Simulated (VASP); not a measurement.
A run of VASP 6.6.1 is set up as follows.

INCAR

```
SYSTEM = Si2W3
ALGO     = Fast           ! electronic algorithm
EDIFF    = 1E-6           ! SCF threshold, eV
ENCUT    = 520            ! plane-wave cutoff, eV
GGA      = PE             ! functional
ISIF     = 2              ! what is computed and relaxed
ISMEAR   = 0              ! smearing method
LASPH    = .True.         ! aspherical terms in the spheres
LCHARG   = .False.        ! write CHGCAR
LREAL    = .False.        ! projectors in reciprocal space
LWAVE    = .False.        ! write WAVECAR
NBANDS   = 61             ! bands
NELM     = 80             ! most SCF steps
PREC     = Accurate       ! precision mode
SIGMA    = 0.15           ! smearing width, eV
```

Contents of KPOINTS:

```
k-points
0
Gamma
  6 6 12
  0 0 0
```

Contents of POSCAR:

```
Si2W3
1.0
    6.6631844682      0.0000000000      0.0000000000
    0.0000000000      6.6631844682      0.0000000000
    0.0000000000      0.0000000000      3.3123213826
Si W
4 6
Direct
    0.1342329886      0.6342329886      0.0000000000
    0.8657670114      0.3657670114      0.0000000000
    0.6342329886      0.8657670114      0.0000000000
    0.3657670114      0.1342329886      0.0000000000
    0.5000000000      0.5000000000      0.0000000000
    0.0000000000      0.0000000000      0.0000000000
    0.6595119696      0.1595119696      0.5000000000
    0.3404880304      0.8404880304      0.5000000000
    0.1595119696      0.3404880304      0.5000000000
    0.8404880304      0.6595119696      0.5000000000
```

Potentials or basis: VASP PAW PBE potentials, release 64 (Si, W_sv).

Command:

```sh
$ cat potpaw_PBE.64/Si/POTCAR potpaw_PBE.64/W_sv/POTCAR > POTCAR
$ mpirun -np 1 vasp_std > vasp.out
```

(1) Estimate the largest force.

(2) Estimate the band gap on the k mesh.

(3) Estimate the pressure.

## Answers

(1) 0.035 eV/Å.

(2) zero (bands 50 and 51 overlap by 1.62 eV).

(3) -2.4 GPa.

Caveat: the cell differs from its parent crystal (strain +0.0050 x Voigt [1, 1, 0, 0, 0, 0]); spin-orbit coupling is left out, which moves the levels of the heavy elements.
